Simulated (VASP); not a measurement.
A run of VASP 6.6.1 is set up as follows.

INCAR

```
PREC = Accurate ; ENCUT = 520
EDIFF = 1E-6 ; ISMEAR = 0
SIGMA = 0.05 ; LREAL = F
LASPH = T ; NELM = 100
ALGO = Normal ; ISIF = 2
LWAVE = F ; LCHARG = F
GGA = PE ; NBANDS = 35
```

Contents of KPOINTS:

```
regular mesh
0
Gamma
  6 6 8
```

The input POSCAR:

```
SnO2
1.0
    4.8277049961      0.0000000000      0.0000000000
    0.0000000000      4.8277049961      0.0000000000
    0.0000000000      0.0000000000      3.2379909406
Sn O
2 4
Direct
    0.0000000000      0.0000000000      0.0000000000
    0.5000000000      0.5000000000      0.5000000000
    0.3285753635      0.2846348091      0.0000000000
    0.1714246365      0.7846348091      0.5000000000
    0.6714246365      0.7153651909      0.0000000000
    0.8285753635      0.2153651909      0.5000000000
```

Potentials or basis: VASP PAW PBE potentials, release 64 (Sn_d, O).

Command:

```bash
$ cat potpaw_PBE.64/Sn_d/POTCAR potpaw_PBE.64/O/POTCAR > POTCAR
$ mpirun -np 1 vasp_std > vasp.out
```

Problem. Estimate the band gap on the k mesh.

Solution. 0.88 eV, indirect (least direct gap 0.90 eV).

Problem. Predict the pressure.

Solution. -0.3 GPa.

Problem. What does it give for the largest force?

Solution. 0.132 eV/Å.

Forces on the atoms (eV/Å):
```
Sn   0.000  0.000  0.000
Sn   0.000  0.000  0.000
O   -0.066  0.114  0.000
O    0.066  0.114  0.000
O    0.066 -0.114  0.000
O   -0.066 -0.114  0.000
```

Caveat: the cell differs from its parent crystal (mode 4 (110.0 1/cm) frozen in, largest displacement -0.150 Å); spin-orbit coupling is left out, which moves the levels of the heavy elements. A k mesh can miss the band edges.
